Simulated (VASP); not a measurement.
# Hf (Fm-3m) in VASP: a series of runs

Hf is run at these levels: PBEsol; tasks: single point, relaxation of cell and atoms.

Everything below comes from runs of VASP 6.6.1. Logs are shortened: lines on timing, memory, paths and dates and some standing lists are left out, and cuts for length are marked.

## 1. The cell of the first run

Symmetry: Fm-3m, No. 225, cubic system. The conventional cell has a = 4.419 Å, b = 4.419 Å, c = 4.419 Å, α = 90.00°, β = 90.00°, γ = 90.00°. Hf (site symmetry m-3m) has 12 Hf at 3.12 Å within 4.1 Å.

## 2. Single point, PBEsol

The input, INCAR:

```
SYSTEM = Hf
ALGO = Normal
EDIFF = 1E-7
ENCUT = 520
GGA = PS
ISIF = 2
ISMEAR = -1
LASPH = .True.
LCHARG = .False.
LREAL = .False.
LWAVE = .False.
NBANDS = 11
NELM = 80
PREC = Accurate
SIGMA = 0.05
```

The input, KPOINTS:

```
k-points
0
Gamma
  17 17 17
  0 0 0
```

The input, POSCAR:

```
Hf
1.0
    0.0000000000      2.2096886345      2.2096886345
    2.2096886345      0.0000000000      2.2096886345
    2.2096886345      2.2096886345      0.0000000000
Hf
1
Direct
    0.0000000000      0.0000000000      0.0000000000
```

Potentials or basis: VASP PAW PBE potentials, release 64 (Hf_pv).

Launch:

```console
cat potpaw_PBE.64/Hf_pv/POTCAR > POTCAR
mpirun -np 1 vasp_std > vasp.out
```

OUTCAR:

```text
SYSTEM = Hf
   EDIFF = 1E-7
   ENCUT = 520
   GGA = PS
   ISIF = 2
   ISMEAR = -1
   LASPH = .True.
   LREAL = .False.
   NELM = 80
   PREC = Accurate

 ion  position               nearest neighbor table
   1  0.000  0.000  0.000-

  LATTYP: Found a face centered cubic cell.
 ALAT       =     4.4193772690

  Lattice vectors:

 A1 = (   0.0000000000,   2.2096886345,   2.2096886345)
 A2 = (   2.2096886345,   0.0000000000,   2.2096886345)
 A3 = (   2.2096886345,   2.2096886345,   0.0000000000)

Analysis of symmetry for initial positions (statically):
=====================================================================
 Subroutine PRICEL returns:
 Original cell was already a primitive cell.

 Routine SETGRP: Setting up the symmetry group for a
 face centered cubic supercell.

 Subroutine GETGRP returns: Found 48 space group operations
[... 9 lines left out ...]

 Routine SETGRP: Setting up the symmetry group for a
 face centered cubic supercell.

 Subroutine GETGRP returns: Found 48 space group operations
[... 11 lines left out ...]
                                     Primitive cell

  volume of cell :      21.5786

  direct lattice vectors                    reciprocal lattice vectors
     0.000000000  2.209688634  2.209688634    -0.226276224  0.226276224  0.226276224
     2.209688634  0.000000000  2.209688634     0.226276224 -0.226276224  0.226276224
     2.209688634  2.209688634  0.000000000     0.226276224  0.226276224 -0.226276224

  length of vectors
     3.124971636  3.124971636  3.124971636     0.391921916  0.391921916  0.391921916

  position of ions in fractional coordinates (direct lattice)
     0.000000000  0.000000000  0.000000000

  ion indices of the primitive-cell ions
   primitive index   ion index
                 1           1

----------------------------------------------------------------------------------------

 KPOINTS: k-points

Automatic generation of k-mesh.
 Grid dimensions read from file:
 generate k-points for:   17   17   17

 Generating k-lattice:

  Cartesian coordinates                     Fractional coordinates (reciprocal lattice)
    -0.013310366  0.013310366  0.013310366     0.058823529  0.000000000  0.000000000
     0.013310366 -0.013310366  0.013310366     0.000000000  0.058823529  0.000000000
     0.013310366  0.013310366 -0.013310366     0.000000000  0.000000000  0.058823529

  Length of vectors
     0.023054230  0.023054230  0.023054230

  Shift w.r.t. Gamma in fractional coordinates (k-lattice)
     0.000000000  0.000000000  0.000000000

 Subroutine IBZKPT returns following result:
 ===========================================

 Found    165 irreducible k-points:

 Following reciprocal coordinates:
            Coordinates               Weight
  0.000000  0.000000  0.000000      1.000000
  0.058824  0.000000  0.000000      8.000000
  0.117647  0.000000  0.000000      8.000000
  0.176471  0.000000  0.000000      8.000000
  0.235294  0.000000  0.000000      8.000000
  0.294118  0.000000  0.000000      8.000000
[... 16 lines left out ...]
 -0.176471  0.058824  0.000000     24.000000
 -0.117647  0.058824  0.000000     24.000000
 [... further k-points ...]
   k-points           NKPTS =    165   k-points in BZ     NKDIM =    165   number of bands    NBANDS=     11
   number of dos      NEDOS =    301   number of ions     NIONS =      1
   total plane-waves  NPLWV =  13824
   dimension x,y,z NGX =    24 NGY =   24 NGZ =   24
   dimension x,y,z NGXF=    48 NGYF=   48 NGZF=   48
   ions per type =               1
   NGX,Y,Z   is equivalent  to a cutoff of  12.77, 12.77, 12.77 a.u.
   NGXF,Y,Z  is equivalent  to a cutoff of  25.54, 25.54, 25.54 a.u.
 SYSTEM =  Hf
   PREC   = accura    normal or accurate (medium, high low for compatibility)
   ISTART =      0    job   : 0-new  1-cont  2-samecut
   ICHARG =      2    charge: 1-file 2-atom 10-const
   ISPIN  =      1    spin polarized calculation?
   LNONCOLLINEAR =      F non collinear calculations
   LSORBIT =      F    spin-orbit coupling
   LASPH  =      T    aspherical Exc in radial PAW
   ENCUT  =  520.0 eV  38.22 Ry    6.18 a.u.   5.81  5.81  5.81*2*pi/ulx,y,z
   NELM   =     80;   NELMIN=  2; NELMDL= -5     # of ELM steps
   EDIFF  = 0.1E-06   stopping-criterion for ELM
   LREAL  =      F    real-space projection
   EDIFFG = 0.1E-05   stopping-criterion for IOM
   NSW    =      0    number of steps for IOM
   IBRION =     -1    ionic relax: 0-MD 1-quasi-New 2-CG
   NFREE  =      0    steps in history (QN), initial steepest desc. (CG)
   ISIF   =      2    stress and relaxation
   ISYM   =      2    0-nonsym 1-usesym 2-fastsym
   POTIM  = 0.5000    time-step for ionic-motion
   TEBEG  =    0.0;   TEEND  =   0.0 temperature during run
   PSTRESS=    0.0 pullay stress
   NELECT =      10.0000    total number of electrons
   NUPDOWN=      -1.0000    fix difference up-down
   EMIN   =  10.00;   EMAX   =-10.00  energy-range for DOS
   EFERMI =   0.00;   METHOD = LEGACY
   ISMEAR =    -1;   SIGMA  =   0.05  broadening in eV -4-tet -1-fermi 0-gaus
   EFERMI_NEDOS =   21; number of points for ismear=-14 and -15
   IALGO  =     38    algorithm
   IMIX   =      4    mixing-type and parameters
     AMIX     =   0.40;   BMIX     =  1.00
     AMIX_MAG =   1.60;   BMIX_MAG =  1.00
  volume/ion in A,a.u.               =      21.58       145.62
  Fermi-wavevector in a.u.,A,eV,Ry     =   1.266875  2.394047 21.836972  1.604972
  Thomas-Fermi vector in A             =   2.400053
   LORBIT       =      0    0 simple, 1 ext, 2 COOP (PROOUT), +10 PAW based schemes
   GGA     = PS    functional components
   LHFCALC =     F    Hartree Fock is set to
   AEXX    =    0.0000 exact exchange contribution
   IVDW    =     0    specifies the selected vdW correction
   LEPSILON=     F    determine dielectric tensor
   LRPA    =     F    only Hartree local field effects (RPA)
 non-spin polarized calculation
  energy-cutoff  :      520.00
  volume of cell :       21.58
 maximum number of plane-waves:       592
   NGX = 11   NGY = 11   NGZ = 11

 number of electron      10.0000001 magnetization

 Free energy of the ion-electron system (eV)
  ---------------------------------------------------
  ext. energy  EPLUGINS =         0.00000000
  ---------------------------------------------------
  free energy    TOTEN  =       -10.43942015 eV

  energy without entropy =      -10.42748973  energy(sigma->0) =      -10.43345494

 E-fermi :   4.8430     XC(G=0): -11.5588

 val. band max:        4.8406132369   @ k =   0.2353   0.1765   0.0588
 cond. band min:       4.8496650286   @ k =   0.1765   0.1765   0.0000
 fundamental gap:      0.0090517918
 Fermi energy:         4.8429820963

 k-point     1 :       0.0000    0.0000    0.0000
  band No.  band energies     occupation
      1     -24.9963      2.00000
      2     -24.9963      2.00000
      3     -24.9963      2.00000
      4      -2.5067      2.00000
      5       6.2384      0.00000
      6       6.2384      0.00000
      7       6.2384      0.00000
      8       9.1534      0.00000
      9       9.1534      0.00000
     10      16.3251      0.00000
     11      18.0077      0.00000

 k-point     2 :       0.0588    0.0000    0.0000
  band No.  band energies     occupation
      1     -25.0298      2.00000
      2     -25.0004      2.00000
      3     -25.0004      2.00000
      4      -2.3796      2.00000
      5       6.1077      0.00000
      6       6.3000      0.00000
      7       6.3000      0.00000
      8       9.0834      0.00000
      9       9.0834      0.00000
     10      16.6109      0.00000
     11      18.0071      0.00000

 k-point     3 :       0.1176    0.0000    0.0000
  band No.  band energies     occupation
      1     -25.1249      2.00000
      2     -25.0124      2.00000
      3     -25.0124      2.00000
      4      -2.0112      2.00000
      5       5.7734      0.00000
      6       6.4573      0.00000
      7       6.4573      0.00000
      8       8.9297      0.00000
      9       8.9297      0.00000
     10      17.3399      0.00000
     11      18.0041      0.00000

 k-point     4 :       0.1765    0.0000    0.0000
  band No.  band energies     occupation
      1     -25.2661      2.00000
      2     -25.0305      2.00000
      3     -25.0305      2.00000
      4      -1.4409      2.00000
      5       5.3626      0.00006
      6       6.6140      0.00000
      7       6.6140      0.00000
      8       8.8509      0.00000
      9       8.8509      0.00000
     10      17.4459      0.00000
     11      18.0120      0.00000

 k-point     5 :       0.2353    0.0000    0.0000
  band No.  band energies     occupation
      1     -25.4322      2.00000
      2     -25.0522      2.00000
      3     -25.0522      2.00000
      4      -0.7409      2.00000
      5       5.0077      0.07146
      6       6.6295      0.00000
      7       6.6295      0.00000
      8       9.0429      0.00000
      9       9.0429      0.00000
     10      16.6022      0.00000
     11      18.0101      0.00000
[... 211 lines left out ...]
 k-point    21 :      -0.2941    0.0588    0.0000
  band No.  band energies     occupation
      1     -25.6488      2.00000
      2     -25.1161      2.00000
      3     -25.0728      2.00000
      4       0.2995      2.00000
      5       4.7578      1.69200
      6       6.2850      0.00000
      7       6.4997      0.00000
      8       9.2948      0.00000
      9      10.3259      0.00000
     10      15.8449      0.00000
     11      18.0031      0.00000

 k-point    22 :      -0.2353    0.0588    0.0000
  band No.  band energies     occupation
      1     -25.4910      2.00000
      2     -25.0938      2.00000
      3     -25.0496      2.00000
      4      -0.3941      2.00000
      5       4.8571      0.86012
      6       6.4936      0.00000
      7       6.7032      0.00000
      8       8.6849      0.00000
      9       9.7107      0.00000
     10      16.5764      0.00000
     11      18.0103      0.00000

 k-point    23 :      -0.1765    0.0588    0.0000
  band No.  band energies     occupation
      1     -25.3277      2.00000
      2     -25.0686      2.00000
      3     -25.0282      2.00000
      4      -1.1141      2.00000
      5       5.1540      0.00397
      6       6.6028      0.00000
      7       6.7491      0.00000
      8       8.4182      0.00000
      9       9.3017      0.00000
     10      17.4197      0.00000
     11      18.0157      0.00000

 k-point    24 :      -0.1176    0.0588    0.0000
  band No.  band energies     occupation
      1     -25.1819      2.00000
      2     -25.0432      2.00000
      3     -25.0115      2.00000
      4      -1.7342      2.00000
      5       5.5406      0.00000
      6       6.5525      0.00000
      7       6.5852      0.00000
      8       8.5403      0.00000
      9       9.1514      0.00000
     10      17.8274      0.00000
     11      18.0043      0.00000

 [... further k-points ...]
[... 5 lines left out ...]
  --------------------------------------------------------------------------------------
  -------------------------------------------------------------------------------------
  Total       -0.0561697     -0.0561697     -0.0561697      0.0000000      0.0000000      0.0000000
  in kB       -4.1705136     -4.1705136     -4.1705136      0.0000000      0.0000000      0.0000000
  external PRESSURE =      -4.1705136 kB  Pullay stress =       0.0000000 kB

 VOLUME and BASIS-vectors are now :
 -----------------------------------------------------------------------------
  energy-cutoff  :      520.00
  volume of cell :       21.58
      direct lattice vectors                 reciprocal lattice vectors
     0.000000000  2.209688634  2.209688634    -0.226276224  0.226276224  0.226276224
     2.209688634  0.000000000  2.209688634     0.226276224 -0.226276224  0.226276224
     2.209688634  2.209688634  0.000000000     0.226276224  0.226276224 -0.226276224

 POSITION                                       TOTAL-FORCE (eV/Angst)
 -----------------------------------------------------------------------------------
      0.00000      0.00000      0.00000         0.000000     -0.000000      0.000000
 -----------------------------------------------------------------------------------
    total drift:                               -0.000000      0.000000     -0.000000

  FREE ENERGIE OF THE ION-ELECTRON SYSTEM (eV)
  ---------------------------------------------------
  free  energy   TOTEN  =       -10.4394201500 eV

  energy  without entropy=      -10.4274897268  energy(sigma->0) =      -10.43345494
```

Run time: 18 s. Hardware: 1 thread of Intel Xeon 6975P-C, shared host; peak memory 0.16 GiB.

Results:

* Free energy: -10.4394 eV
* Pressure: -0.4 GPa
* Band gap on the k mesh: zero (band 5 reaches 6.24 eV, above the bottom of band 6 at 4.29 eV)

Levels at points of the mesh, in eV from the Fermi level:
```csv
k point,band 2,band 3,band 4,band 5,band 6,band 7,band 8,band 9
"(0.00, 0.00, 0.00)",-29.84,-29.84,-7.35,1.40,1.40,1.40,4.31,4.31
```

Caveat: the PAW data sets were made with another functional, which shifts forces and pressure a little; spin-orbit coupling is left out, which moves the levels of the heavy elements.

## 3. Single point, PBEsol

This run uses another cell than the first one, of 21.25 Å³/atom, 0.985 times its volume.

The input, INCAR:

```
SYSTEM = Hf
  ALGO = Normal
  EDIFF = 1E-6
  ENCUT = 520
  GGA = PS
  ISIF = 2
  ISMEAR = -1
  LASPH = .True.
  LCHARG = .False.
  LREAL = .False.
  LWAVE = .False.
  NBANDS = 11
  NELM = 60
  PREC = Accurate
  SIGMA = 0.05
```

KPOINTS is that of step 2.

The input, POSCAR:

```
Hf
1.0
    0.0000000000      2.1985844841      2.1985844841
    2.1985844841      0.0000000000      2.1985844841
    2.1985844841      2.1985844841      0.0000000000
Hf
1
Direct
    0.0000000000      0.0000000000      0.0000000000
```

Potentials or basis: VASP PAW PBE potentials, release 64 (Hf_pv).

Launch:

```console
cat potpaw_PBE.64/Hf_pv/POTCAR > POTCAR
mpirun -np 1 vasp_std > vasp.out
```

Run time: 17 s. Hardware: 1 thread of Intel Xeon 6975P-C, shared host; peak memory 0.16 GiB.

The run converged. Its results:

```yaml
Free_energy: -10.4386 eV
Pressure: 1.2 GPa
Band_gap_on_the_k_mesh: zero (band 5 reaches 6.35 eV, above the bottom of band 6 at 4.39 eV)
```

Levels at points of the mesh, in eV from the Fermi level:
```csv
k point,band 3,band 4,band 5,band 6,band 7,band 8
"(0.00, 0.00, 0.00)",-29.78,-7.40,1.40,1.40,1.40,4.37
```

Caveat: the PAW data sets were made with another functional, which shifts forces and pressure a little; spin-orbit coupling is left out, which moves the levels of the heavy elements.

## 4. Single point, PBEsol

The input, INCAR:

```
ALGO     = Normal         # electronic algorithm
EDIFF    = 1E-7           # SCF threshold, eV
ENCUT    = 520            # plane-wave cutoff, eV
GGA      = PS             # functional
ISIF     = 2              # what is computed and relaxed
ISMEAR   = -1             # smearing method
LASPH    = True           # aspherical terms in the spheres
LCHARG   = False          # write CHGCAR
LREAL    = False          # projectors in reciprocal space
LWAVE    = False          # write WAVECAR
NBANDS   = 11             # bands
NELM     = 80             # most SCF steps
PREC     = Accurate       # precision mode
SIGMA    = 0.05           # smearing width, eV
```

The input, KPOINTS:

```
k-points
0
Gamma
  17 17 17
```

The input, POSCAR:

```
Hf
1.0
    0.0000000000      2.2096886345      2.2096886345
    2.2096886345      0.0000000000      2.2096886345
    2.2096886345      2.2096886345      0.0000000000
Hf
1
Direct
    0.0000000000      0.0000000000      0.0000000000
```

Launch:

```console
cat potpaw_PBE.64/Hf_pv/POTCAR > POTCAR
mpirun -np 1 vasp_std > vasp.out
```

Run time: 18 s. Hardware: 1 thread of Intel Xeon 6975P-C, shared host; peak memory 0.17 GiB.

The run converged. Its results:

| Quantity | Value |
| --- | --- |
| Free energy | -10.4394 eV |
| Pressure | -0.4 GPa |
| Band gap on the k mesh | zero (band 5 reaches 6.24 eV, above the bottom of band 6 at 4.29 eV) |

Levels at points of the mesh, in eV from the Fermi level:
| k point | band 1 | band 2 | band 3 | band 4 | band 5 | band 6 | band 7 | band 8 | band 9 | band 10 |
| --- | --- | --- | --- | --- | --- | --- | --- | --- | --- | --- |
| (0.00, 0.00, 0.00) | -29.84 | -29.84 | -29.84 | -7.35 | 1.40 | 1.40 | 1.40 | 4.31 | 4.31 | 11.48 |

Caveat: the PAW data sets were made with another functional, which shifts forces and pressure a little; spin-orbit coupling is left out, which moves the levels of the heavy elements.

## 5. Single point, PBEsol

This run uses another cell than the first one, of 21.90 Å³/atom, 1.015 times its volume.

The input, INCAR:

```
SYSTEM = Hf
ALGO = Normal
EDIFF = 1E-6
ENCUT = 520
GGA = PS
ISIF = 2
ISMEAR = -1
LASPH = .True.
LCHARG = .False.
LREAL = .False.
LWAVE = .False.
NBANDS = 11
NELM = 100
PREC = Accurate
SIGMA = 0.05
```

The input, KPOINTS:

```
k-points
0
Gamma
  17 17 17
  0 0 0
```

The input, POSCAR:

```
Hf
1.0
    0.0000000000      2.2206822913      2.2206822913
    2.2206822913      0.0000000000      2.2206822913
    2.2206822913      2.2206822913      0.0000000000
Hf
1
Direct
    0.0000000000      0.0000000000      0.0000000000
```

Launch:

```console
cat potpaw_PBE.64/Hf_pv/POTCAR > POTCAR
mpirun -np 1 vasp_std > vasp.out
```

It took 15 s on 1 thread of Intel Xeon 6975P-C, shared host; peak memory 0.17 GiB.

The run converged. Its results:

```yaml
Free_energy: -10.4370 eV
Pressure: -2.0 GPa
Band_gap_on_the_k_mesh: zero (band 5 reaches 6.13 eV, above the bottom of band 6 at 4.19 eV)
```

Levels at points of the mesh, in eV from the Fermi level:
```
           k point  band 2  band 3  band 4  band 5  band 6  band 7  band 8  band 9
(0.00, 0.00, 0.00)  -29.89  -29.89   -7.30    1.39    1.39    1.39    4.25    4.25
```

Caveat: the PAW data sets were made with another functional, which shifts forces and pressure a little; spin-orbit coupling is left out, which moves the levels of the heavy elements.

## 6. Relaxation of cell and atoms, PBEsol

This run uses another cell than the first one, of 21.88 Å³/atom, 1.014 times its volume.

The input, INCAR:

```
SYSTEM = Hf
ALGO = Normal
EDIFF = 1E-6
EDIFFG = -0.01
ENCUT = 600
GGA = PS
IBRION = 2
ISIF = 3
ISMEAR = -1
LASPH = .TRUE.
LCHARG = .FALSE.
LREAL = .FALSE.
LWAVE = .FALSE.
NELM = 80
NSW = 60
PREC = Accurate
SIGMA = 0.05
```

The input, KPOINTS:

```
k-points
0
G
  17 17 17
  0 0 0
```

The input, POSCAR:

```
Hf
1.0
    0.0000000000      2.2200000000      2.2200000000
    2.2200000000      0.0000000000      2.2200000000
    2.2200000000      2.2200000000      0.0000000000
Hf
1
Direct
    0.0000000000      0.0000000000      0.0000000000
```

Potentials or basis: VASP PAW PBE potentials, release 64 (Hf_pv).

Launch:

```console
cat potpaw_PBE.64/Hf_pv/POTCAR > POTCAR
mpirun -np 1 vasp_std > vasp.out
```

It took 41 s on 1 thread of AMD EPYC 9R45 (Zen 5), shared host; peak memory 0.17 GiB.

The run converged. Its results:

| Property | Result |
| --- | --- |
| Free energy | -10.4397 eV |
| Relaxed volume | 21.50 Å³/atom |
| Relaxed cell | a = 3.121 Å, b = 3.121 Å, c = 3.121 Å, α = 60.00°, β = 60.00°, γ = 60.00° |
| Space group after relaxing (to 0.05 Å) | Fm-3m (No. 225) |
| Energy gained by relaxing | 2.3 meV/atom |
| Ionic steps | 3 |
| Pressure after relaxing | 0.0 GPa |
| Band gap on the k mesh | zero (band 5 reaches 6.27 eV, above the bottom of band 6 at 4.31 eV) |

Step by step:
```tsv
step	energy change (eV)	largest force (eV/Å)	pressure (GPa)	volume (Å³)
1	0.0000	0.0000	-1.86	21.88
2	0.0004	0.0000	2.15	21.09
3	-0.0023	0.0000	0.00	21.50
```

Final structure:
```
CELL_PARAMETERS angstrom
0.00000 2.20689 2.20689
2.20689 0.00000 2.20689
2.20689 2.20689 0.00000
ATOMIC_POSITIONS crystal
Hf 0.00000 0.00000 0.00000
```

Levels at points of the mesh, in eV from the Fermi level:
| k point | band 3 | band 4 | band 5 | band 6 | band 7 | band 8 |
| --- | --- | --- | --- | --- | --- | --- |
| (0.00, 0.00, 0.00) | -29.82 | -7.36 | 1.40 | 1.40 | 1.40 | 4.33 |

Caveat: the PAW data sets were made with another functional, which shifts forces and pressure a little; spin-orbit coupling is left out, which moves the levels of the heavy elements.

## 7. The runs side by side

```csv
task,cell,cutoff (eV),gap on the mesh (eV),pressure (GPa)
single point,"a = 3.125 Å, angles 60.0°, 1 atom",520,none,-0.4
single point,"a = 3.109 Å, angles 60.0°, 1 atom",520,none,1.2
single point,"a = 3.141 Å, angles 60.0°, 1 atom",520,none,-2.0
relaxation of cell and atoms,"relaxed from a = 3.140 Å, angles 60.0°, 1 atom",600,none,0.0
```

Alike in all rows: level PBEsol; potentials or basis VASP PAW PBE potentials, release 64 (Hf_pv); no spin polarisation; k mesh 17 × 17 × 17; smearing fermi-dirac 0.05 eV.

Caveats: the PAW data sets were made with another functional, which shifts forces and pressure a little; spin-orbit coupling is left out, which moves the levels of the heavy elements.

Total energies depend on the potentials used, so only differences within one code and one set of settings carry meaning.
